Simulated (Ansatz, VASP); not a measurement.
# Two plane-wave programs on TiO2

The input INCAR:

```
SYSTEM = TiO2
  PREC = Accurate
  ENCUT = 520
  EDIFF = 1E-6
  ISMEAR = 0
  SIGMA = 0.05
  LREAL = .FALSE.
  LASPH = .TRUE.
  NELM = 150
  ALGO = Normal
  ISIF = 2
  LWAVE = .FALSE.
  LCHARG = .FALSE.
  LMAXMIX = 4
  LDAU = .TRUE.
  LDAUTYPE = 2
  LDAUL = 2 -1
  LDAUU = 4 0
  LDAUJ = 0 0
  LDAUPRINT = 1
  GGA = PE
  NBANDS = 33
```

KPOINTS

```
Automatic mesh
0
G
  8 8 8
  0 0 0
```

POSCAR

```
TiO2
1.0
   -1.9530452893      1.9530452893      4.6701218957
    1.9530452893     -1.9530452893      4.6701218957
    1.9530452893      1.9530452893     -4.6701218957
Ti O
2 4
Direct
    0.0000000000      0.0000000000      0.0000000000
    0.7500000000      0.2500000000      0.5000000000
    0.1898900642      0.1898900642      0.0000000000
    0.9398900642      0.4398900642      0.5000000000
    0.5601099358      0.0601099358      0.5000000000
    0.8101099358      0.8101099358      0.0000000000
```

Input for Ansatz:

```yaml
crystal:
  lattice:
    - [-1.9530452893, 1.9530452893, 4.6701218957]
    - [1.9530452893, -1.9530452893, 4.6701218957]
    - [1.9530452893, 1.9530452893, -4.6701218957]
  atoms:
    - { symbol: Ti, position: [0.0, 0.0, 0.0] }
    - { symbol: Ti, position: [0.75, 0.25, 0.5] }
    - { symbol: O, position: [0.1898900642, 0.1898900642, 0.0] }
    - { symbol: O, position: [0.9398900642, 0.4398900642, 0.5] }
    - { symbol: O, position: [0.5601099358, 0.0601099358, 0.5] }
    - { symbol: O, position: [0.8101099358, 0.8101099358, 0.0] }
basis:
  ecutwfc: 520.0
kpoints:
  mp_grid: { grid: [8, 8, 8] }
hamiltonian:
  xc: pbe
  pseudopotentials: { kind: paw, azcp: { folder: soft_1 } }
  hubbard: { sites: [{ species: Ti, l: d, u_eff: 4.0 }] }
scf:
  occupations: { method: gaussian, width: 0.05 }
output:
  forces: true
  stress: true
  eigenvalues: true
```

Alike in both runs: task single point; functional PBE; k mesh 8 × 8 × 8; occupations gaussian, width 0.05 eV; no spin polarisation; Hubbard terms Ti d U = 4.0 eV.

|  | VASP | Ansatz |
| --- | --- | --- |
| version | VASP 6.6.1 | Ansatz 0.2.0 |
| potentials or method | VASP PAW PBE potentials, release 64 (Ti_sv, O), cutoff 520 eV | scalar-relativistic, plane waves, PAW |
| valence electrons in the cell | 48 | 48 |

|  | VASP | Ansatz | Ansatz less VASP |
| --- | --- | --- | --- |
| gap on the k mesh at the Fermi level (eV) | 2.81 | 2.89 | +0.083 |
| least direct gap on the mesh (eV) | 2.98 | 3.07 | +0.082 |
| pressure (GPa) | 25.5 | 21.2 | -4.39 |
| traceless stress, the component that is largest in VASP (GPa) | 43.10 | 40.01 | -3.091 |
| rms of the force components (eV/Å) | 2.598 | 2.398 | -0.2002 |

The programs project onto different local orbitals, so the same U acts differently, and such runs can settle in different states. Atom by atom the forces differ by 0.200 eV/Å (rms over components).
